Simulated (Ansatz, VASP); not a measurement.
Cl: VASP beside Ansatz

```
CELL_PARAMETERS angstrom
3.12389 -2.23490 0.00000
3.12389 2.23490 0.00000
0.00000 0.00000 8.15490
ATOMIC_POSITIONS crystal
Cl 0.37000 0.63000 0.40000
Cl 0.13000 0.87000 0.90000
Cl 0.63000 0.37000 0.60000
Cl 0.87000 0.13000 0.10000
```

Alike in both runs: task single point; functional r2SCAN; k mesh 7 × 7 × 4; occupations fermi-dirac, width 0.05 eV; no spin polarisation.

```csv
,VASP,Ansatz
version,VASP 6.6.1,Ansatz 0.2.0
potentials or method,"VASP PAW PBE potentials, release 64 (Cl)",Ansatz PAW
plane-wave cutoff (eV),520,500
valence electrons in the cell,28,28
```

|  | VASP | Ansatz | Ansatz less VASP |
| --- | --- | --- | --- |
| gap on the k mesh at the Fermi level (eV) | 2.97 | 2.94 | -0.029 |
| least direct gap on the mesh (eV) | 3.03 | 3.00 | -0.028 |
| pressure (GPa) | -0.5 | -0.1 | +0.45 |
| traceless stress, the component that is largest in VASP (GPa) | 0.69 | 0.34 | -0.358 |
| rms of the force components (eV/Å) | 0.094 | 0.054 | -0.0400 |

VASP's potentials were made for PBE, not for r2SCAN. Atom by atom the forces differ by 0.113 eV/Å (rms over components).

Noted on Ansatz's run: odd divisions of the mesh miss points on the zone boundary, where band edges often lie, so the gap on the mesh can be too wide.
